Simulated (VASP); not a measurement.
# Ta2C (P-3m1) in VASP: a series of runs

Ta2C is run at these levels: PBEsol; tasks: single point.

All numbers are computed with VASP 6.6.1; they aren't measurements. Logs are shortened: lines on timing, memory, paths and dates and some standing lists are left out, and cuts for length are marked.

### Step 1. The cell of the first run

Symmetry: P-3m1, No. 164, trigonal system. The conventional cell has a = 3.033 Å, b = 3.033 Å, c = 4.979 Å, α = 90.00°, β = 90.00°, γ = 120.00°. Within 2.9 Å of Ta (site symmetry 3m) lie 3 C at 2.16 Å. Within 2.9 Å of C (site symmetry -3m) lie 6 Ta at 2.16 Å.

### Step 2. Single point, PBEsol (biaxial strain in the a-b plane: -2.0 %, then relaxed in part)

INCAR

```
SYSTEM = Ta2C
ALGO     = Normal         ! electronic algorithm
EDIFF    = 1E-7           ! SCF threshold, eV
ENCUT    = 520            ! plane-wave cutoff, eV
GGA      = PS             ! functional
ISIF     = 2              ! what is computed and relaxed
ISMEAR   = 0              ! smearing method
LASPH    = .True.         ! aspherical terms in the spheres
LCHARG   = .True.         ! write CHGCAR
LELF     = .True.         ! ELF
LREAL    = .False.        ! projectors in reciprocal space
LVHAR    = .True.       
LWAVE    = .False.        ! write WAVECAR
NBANDS   = 20             ! bands
NELM     = 60             ! most SCF steps
PREC     = Accurate       ! precision mode
SIGMA    = 0.1            ! smearing width, eV
```

KPOINTS

```
k-points
0
Gamma
  18 18 10
  0 0 0
```

POSCAR

```
Ta2C
1.0
    3.0333946826      0.0000000000      0.0000000000
   -1.5166973413      2.6269968548      0.0000000000
    0.0000000000      0.0000000000      4.9791499647
Ta C
2 1
Direct
    0.3333333333      0.6666666667      0.2540074820
    0.6666666667      0.3333333333      0.7459925180
    0.0000000000      0.0000000000      0.0000000000
```

Potentials or basis: VASP PAW PBE potentials, release 64 (Ta_pv, C).

Command:

```console
$ cat potpaw_PBE.64/Ta_pv/POTCAR potpaw_PBE.64/C/POTCAR > POTCAR
$ mpirun -np 1 vasp_std > vasp.out
```

OUTCAR:

```text
SYSTEM = Ta2C
   EDIFF = 1E-7
   ENCUT = 520
   GGA = PS
   ISIF = 2
   ISMEAR = 0
   LASPH = .True.
   LREAL = .False.
   NELM = 60
   PREC = Accurate

 ion  position               nearest neighbor table
   1  0.333  0.667  0.254-   3 2.16   3 2.16   3 2.16   2 3.01   2 3.01   2 3.01   2 3.08   2 3.08
                             2 3.08
   2  0.667  0.333  0.746-   3 2.16   3 2.16   3 2.16   1 3.01   1 3.01   1 3.01   1 3.08   1 3.08
                             1 3.08
   3  0.000  0.000  0.000-   1 2.16   2 2.16   1 2.16   2 2.16   2 2.16   1 2.16

  LATTYP: Found a hexagonal cell.
 ALAT       =     3.0333946826
 C/A-ratio  =     1.6414448121

  Lattice vectors:

 A1 = (   3.0333946826,   0.0000000000,   0.0000000000)
 A2 = (  -1.5166973413,   2.6269968548,   0.0000000000)
 A3 = (   0.0000000000,   0.0000000000,   4.9791499647)

Analysis of symmetry for initial positions (statically):
[... 33 lines left out ...]
                                     Primitive cell

  volume of cell :      39.6774

  direct lattice vectors                    reciprocal lattice vectors
     3.033394683  0.000000000  0.000000000     0.329663662  0.190331404  0.000000000
    -1.516697341  2.626996855  0.000000000     0.000000000  0.380662808  0.000000000
     0.000000000  0.000000000  4.979149965     0.000000000  0.000000000  0.200837494

  length of vectors
     3.033394683  3.033394683  4.979149965     0.380662808  0.380662808  0.200837494

  position of ions in fractional coordinates (direct lattice)
     0.333333333  0.666666667  0.254007482
     0.666666667  0.333333333  0.745992518
     0.000000000  0.000000000  0.000000000

  ion indices of the primitive-cell ions
   primitive index   ion index
                 1           1
                 2           2
                 3           3

----------------------------------------------------------------------------------------

 KPOINTS: k-points

Automatic generation of k-mesh.
 Grid dimensions read from file:
 generate k-points for:   18   18   10

 Generating k-lattice:

  Cartesian coordinates                     Fractional coordinates (reciprocal lattice)
     0.018314648  0.010573967  0.000000000     0.055555556  0.000000000  0.000000000
     0.000000000  0.021147934  0.000000000     0.000000000  0.055555556  0.000000000
     0.000000000  0.000000000  0.020083749     0.000000000  0.000000000  0.100000000

  Length of vectors
     0.021147934  0.021147934  0.020083749
[... 49 lines left out ...]
   LNONCOLLINEAR =      F non collinear calculations
   LSORBIT =      F    spin-orbit coupling
   LASPH  =      T    aspherical Exc in radial PAW
   ENCUT  =  520.0 eV  38.22 Ry    6.18 a.u.   5.64  5.64  9.26*2*pi/ulx,y,z
   NELM   =     60;   NELMIN=  2; NELMDL= -5     # of ELM steps
   EDIFF  = 0.1E-06   stopping-criterion for ELM
   LREAL  =      F    real-space projection
   EDIFFG = 0.1E-05   stopping-criterion for IOM
   NSW    =      0    number of steps for IOM
   IBRION =     -1    ionic relax: 0-MD 1-quasi-New 2-CG
   NFREE  =      0    steps in history (QN), initial steepest desc. (CG)
   ISIF   =      2    stress and relaxation
   ISYM   =      2    0-nonsym 1-usesym 2-fastsym
   POTIM  = 0.5000    time-step for ionic-motion
   TEBEG  =    0.0;   TEEND  =   0.0 temperature during run
   PSTRESS=    0.0 pullay stress
   NELECT =      26.0000    total number of electrons
   NUPDOWN=      -1.0000    fix difference up-down
   EMIN   =  10.00;   EMAX   =-10.00  energy-range for DOS
   EFERMI =   0.00;   METHOD = LEGACY
   ISMEAR =     0;   SIGMA  =   0.10  broadening in eV -4-tet -1-fermi 0-gaus
   EFERMI_NEDOS =   21; number of points for ismear=-14 and -15
   IALGO  =     38    algorithm
   IMIX   =      4    mixing-type and parameters
     AMIX     =   0.40;   BMIX     =  1.00
     AMIX_MAG =   1.60;   BMIX_MAG =  1.00
  volume/ion in A,a.u.               =      13.23        89.25
  Fermi-wavevector in a.u.,A,eV,Ry     =   1.421951  2.687098 27.510238  2.021945
  Thomas-Fermi vector in A             =   2.542707
   LORBIT       =      0    0 simple, 1 ext, 2 COOP (PROOUT), +10 PAW based schemes
   GGA     = PS    functional components
   LHFCALC =     F    Hartree Fock is set to
   AEXX    =    0.0000 exact exchange contribution
   IVDW    =     0    specifies the selected vdW correction
   LEPSILON=     F    determine dielectric tensor
   LRPA    =     F    only Hartree local field effects (RPA)
 non-spin polarized calculation
 Gauss-broadening in eV      SIGMA  =   0.10
  energy-cutoff  :      520.00
  volume of cell :       39.68
 maximum number of plane-waves:      1099
 NGX is ok and might be reduce to    24
   NGX = 11   NGY = 11   NGZ = 19

 number of electron      26.0000002 magnetization

 Free energy of the ion-electron system (eV)
  ---------------------------------------------------
  ext. energy  EPLUGINS =         0.00000000
  ---------------------------------------------------
  free energy    TOTEN  =       -36.63998375 eV

  energy without entropy =      -36.63666883  energy(sigma->0) =      -36.63832629

 E-fermi :   6.7583     XC(G=0): -13.0942

 val. band max:        6.7443095207   @ k =  -0.1111   0.3889   0.4000
 cond. band min:       6.7594955109   @ k =   0.0000   0.0000   0.3000
 fundamental gap:      0.0151859902
 Fermi energy:         6.7582853095

 k-point     1 :       0.0000    0.0000    0.0000
  band No.  band energies     occupation
      1     -28.0011      2.00000
      2     -27.1876      2.00000
      3     -27.1876      2.00000
      4     -27.0797      2.00000
      5     -27.0797      2.00000
      6     -27.0530      2.00000
[... 541 lines left out ...]
     19      12.9184      0.00000
     20      13.1610      0.00000

 [... further k-points ...]

------------------------ aborting loop because EDIFF is reached ----------------------------------------

  FORCE on cell =-STRESS in cart. coord.  units (eV):
  Direction    XX          YY          ZZ          XY          YZ          ZX
  --------------------------------------------------------------------------------------
  -------------------------------------------------------------------------------------
  Total        3.2248111      3.2248111      0.1502965      0.0000000      0.0000000      0.0000000
  in kB      130.2180478    130.2180478      6.0689803      0.0000000      0.0000000      0.0000000
  external PRESSURE =      88.8350253 kB  Pullay stress =       0.0000000 kB

 VOLUME and BASIS-vectors are now :
 -----------------------------------------------------------------------------
  energy-cutoff  :      520.00
  volume of cell :       39.68
      direct lattice vectors                 reciprocal lattice vectors
     3.033394683  0.000000000  0.000000000     0.329663662  0.190331404  0.000000000
    -1.516697341  2.626996855  0.000000000     0.000000000  0.380662808  0.000000000
     0.000000000  0.000000000  4.979149965     0.000000000  0.000000000  0.200837494

 POSITION                                       TOTAL-FORCE (eV/Angst)
 -----------------------------------------------------------------------------------
     -0.00000      1.75133      1.26474        -0.000000     -0.000000      0.050604
      1.51670      0.87567      3.71441         0.000000      0.000000     -0.050604
      0.00000      0.00000      0.00000         0.000000      0.000000      0.000000
 -----------------------------------------------------------------------------------
    total drift:                                0.000000     -0.000000      0.000000

  FREE ENERGIE OF THE ION-ELECTRON SYSTEM (eV)
  ---------------------------------------------------
  free  energy   TOTEN  =       -36.6399837530 eV

  energy  without entropy=      -36.6366688327  energy(sigma->0) =      -36.63832629
```

OSZICAR:

```text
N       E                     dE             d eps       ncg     rms          rms(c)
DAV:   1     0.199301435573E+03    0.19930E+03   -0.14939E+04 13216   0.137E+03
DAV:   2    -0.323920087511E+02   -0.23169E+03   -0.22638E+03 14964   0.383E+02
DAV:   3    -0.404540769299E+02   -0.80621E+01   -0.79623E+01 16652   0.642E+01
DAV:   4    -0.405427191776E+02   -0.88642E-01   -0.88438E-01 16360   0.664E+00
DAV:   5    -0.405434605947E+02   -0.74142E-03   -0.74127E-03 16216   0.569E-01    0.300E+01
DAV:   6    -0.368943564557E+02    0.36491E+01   -0.16947E+01 16276   0.238E+01    0.130E+01
DAV:   7    -0.366868814037E+02    0.20748E+00   -0.14541E+00 14852   0.754E+00    0.610E+00
DAV:   8    -0.366445116650E+02    0.42370E-01   -0.16374E-01 15924   0.279E+00    0.537E-01
DAV:   9    -0.366403703746E+02    0.41413E-02   -0.20200E-02 16160   0.902E-01    0.188E-01
DAV:  10    -0.366400266926E+02    0.34368E-03   -0.29518E-03 16680   0.435E-01    0.531E-02
DAV:  11    -0.366399842079E+02    0.42485E-04   -0.29114E-04 15468   0.111E-01    0.262E-02
DAV:  12    -0.366399843417E+02   -0.13379E-06   -0.19551E-05 15404   0.338E-02    0.686E-03
DAV:  13    -0.366399840033E+02    0.33839E-06   -0.34039E-06 15552   0.125E-02    0.429E-03
DAV:  14    -0.366399837574E+02    0.24596E-06   -0.88014E-07 15520   0.639E-03    0.524E-04
DAV:  15    -0.366399837530E+02    0.44233E-08   -0.33092E-08  8152   0.135E-03
   1 F= -.36639984E+02 E0= -.36638326E+02  d E =-.331492E-02
```

It took 3.1 min on 1 thread of Intel Xeon 6975P-C, shared host; peak memory 0.35 GiB.

What came out:

```yaml
Free_energy: -36.6400 eV
Pressure: 8.9 GPa
Largest_force: 0.051 eV/Å
Band_gap_on_the_k_mesh: zero (band 13 reaches 7.26 eV, above the bottom of band 14 at 6.56 eV)
```

Forces on the atoms (eV/Å):
```
Ta   0.000  0.000  0.051
Ta   0.000  0.000 -0.051
C    0.000  0.000  0.000
```

Levels at points of the mesh, in eV from the Fermi level:
```
           k point  band 9  band 10  band 11  band 12  band 13  band 14  band 15  band 16  band 17  band 18
(0.00, 0.00, 0.00)   -3.51    -3.51    -3.14    -0.32     0.50     0.50     1.40     1.40     2.43     2.43
(0.50, 0.00, 0.00)   -4.63    -3.99    -3.95    -1.76    -0.19     3.01     3.88     4.82     5.52     5.56
(0.00, 0.00, 0.50)   -3.75    -3.75    -2.19    -1.68    -0.20    -0.20     3.11     3.11     3.52     3.52
(0.50, 0.00, 0.50)   -4.91    -3.54    -2.76    -1.09    -0.92     1.31     1.67     4.79     5.26     5.33
```

Caveat: the cell differs from its parent crystal (biaxial strain in the a-b plane: -2.0 %, then relaxed in part); the PAW data sets were made with another functional, which shifts forces and pressure a little; spin-orbit coupling is left out, which moves the levels of the heavy elements.

### Step 3. Single point, PBEsol (biaxial strain in the a-b plane: -2.0 %)

INCAR

```
SYSTEM = Ta2C
PREC     = Accurate       ! precision mode
ENCUT    = 520            ! plane-wave cutoff, eV
EDIFF    = 1E-7           ! SCF threshold, eV
ISMEAR   = 0              ! smearing method
SIGMA    = 0.1            ! smearing width, eV
LREAL    = .FALSE.        ! projectors in reciprocal space
LASPH    = .TRUE.         ! aspherical terms in the spheres
NELM     = 80             ! most SCF steps
ALGO     = Normal         ! electronic algorithm
ISIF     = 2              ! what is computed and relaxed
LWAVE    = .FALSE.        ! write WAVECAR
LCHARG   = .FALSE.        ! write CHGCAR
GGA      = PS             ! functional
NBANDS   = 20             ! bands
```

KPOINTS

```
Automatic mesh
0
G
  18 18 10
  0 0 0
```

POSCAR

```
Ta2C
1.0
    3.0333946826      0.0000000000      0.0000000000
   -1.5166973413      2.6269968548      0.0000000000
    0.0000000000      0.0000000000      4.9801332587
Ta C
2 1
Direct
    0.3333333333      0.6666666667      0.2534688836
    0.6666666667      0.3333333333      0.7465311164
    0.0000000000      0.0000000000      0.0000000000
```

Potentials or basis: VASP PAW PBE potentials, release 64 (Ta_pv, C).

Command:

```console
$ cat potpaw_PBE.64/Ta_pv/POTCAR potpaw_PBE.64/C/POTCAR > POTCAR
$ mpirun -np 1 vasp_std > vasp.out
```

It took 3.1 min on 1 thread of Intel Xeon 6975P-C, shared host; peak memory 0.35 GiB.

It converged, with:

```
Free energy            : -36.6395 eV
Pressure               : 9.0 GPa
Largest force          : 0.133 eV/Å
Band gap on the k mesh : zero (band 13 reaches 7.25 eV, above the bottom of band 14 at 6.55 eV)
```

Forces in eV/Å, atoms in the order of the input:
```
Ta   0.000  0.000  0.133
Ta   0.000  0.000 -0.133
C    0.000  0.000  0.000
```

Stress tensor (GPa, compression positive):
```
13.16  0.00  0.00
 0.00 13.16  0.00
 0.00  0.00  0.76
```

Levels at points of the mesh, in eV from the Fermi level:
```csv
k point,band 11,band 12,band 13,band 14,band 15,band 16
"(0.00, 0.00, 0.00)",-3.13,-0.32,0.50,0.50,1.40,1.40
"(0.50, 0.00, 0.00)",-3.95,-1.75,-0.20,3.03,3.89,4.81
"(0.00, 0.00, 0.50)",-2.16,-1.70,-0.20,-0.20,3.09,3.09
"(0.50, 0.00, 0.50)",-2.76,-1.09,-0.92,1.34,1.69,4.78
```

Caveat: the cell differs from its parent crystal (biaxial strain in the a-b plane: -2.0 %); the PAW data sets were made with another functional, which shifts forces and pressure a little; spin-orbit coupling is left out, which moves the levels of the heavy elements.

### Step 4. Single point, PBEsol (biaxial strain in the a-b plane: -1.0 %, then relaxed in part)

INCAR

```
SYSTEM = Ta2C
ALGO = Normal
EDIFF = 1E-6
ENCUT = 520
GGA = PS
ISIF = 2
ISMEAR = 0
LASPH = .True.
LCHARG = .False.
LREAL = .False.
LWAVE = .False.
NBANDS = 20
NELM = 100
PREC = Accurate
SIGMA = 0.1
```

KPOINTS

```
k-points
0
Gamma
  18 18 10
  0 0 0
```

POSCAR

```
Ta2C
1.0
    3.0643476896      0.0000000000      0.0000000000
   -1.5321738448      2.6538029452      0.0000000000
    0.0000000000      0.0000000000      4.9498786102
Ta C
2 1
Direct
    0.3333333333      0.6666666667      0.2534688836
    0.6666666667      0.3333333333      0.7465311164
    0.0000000000      0.0000000000      0.0000000000
```

Command:

```console
$ cat potpaw_PBE.64/Ta_pv/POTCAR potpaw_PBE.64/C/POTCAR > POTCAR
$ mpirun -np 1 vasp_std > vasp.out
```

Wall time 2.5 min (1 thread of Intel Xeon 6975P-C, shared host); peak memory 0.35 GiB.

The run converged. Its results:

* Free energy: -36.6883 eV
* Pressure: 4.5 GPa
* Largest force: 0.048 eV/Å
* Band gap on the k mesh: zero (band 13 reaches 7.13 eV, above the bottom of band 14 at 6.38 eV)

Forces in eV/Å, atoms in the order of the input:
```
Ta   0.000  0.000  0.048
Ta   0.000  0.000 -0.048
C    0.000  0.000  0.000
```

Stress tensor (GPa, compression positive):
```
6.49 0.00 0.00
0.00 6.49 0.00
0.00 0.00 0.53
```

Levels at points of the mesh, in eV from the Fermi level:
```
           k point  band 11  band 12  band 13  band 14  band 15  band 16
(0.00, 0.00, 0.00)    -3.06    -0.17     0.50     0.50     1.25     1.25
(0.50, 0.00, 0.00)    -3.86    -1.79    -0.22     3.18     3.68     4.77
(0.00, 0.00, 0.50)    -2.01    -1.62    -0.25    -0.25     3.04     3.04
(0.50, 0.00, 0.50)    -2.66    -1.13    -0.96     1.42     1.61     4.56
```

Caveat: the cell differs from its parent crystal (biaxial strain in the a-b plane: -1.0 %, then relaxed in part); the PAW data sets were made with another functional, which shifts forces and pressure a little; spin-orbit coupling is left out, which moves the levels of the heavy elements.

(Part 1 of 2 ends here.)
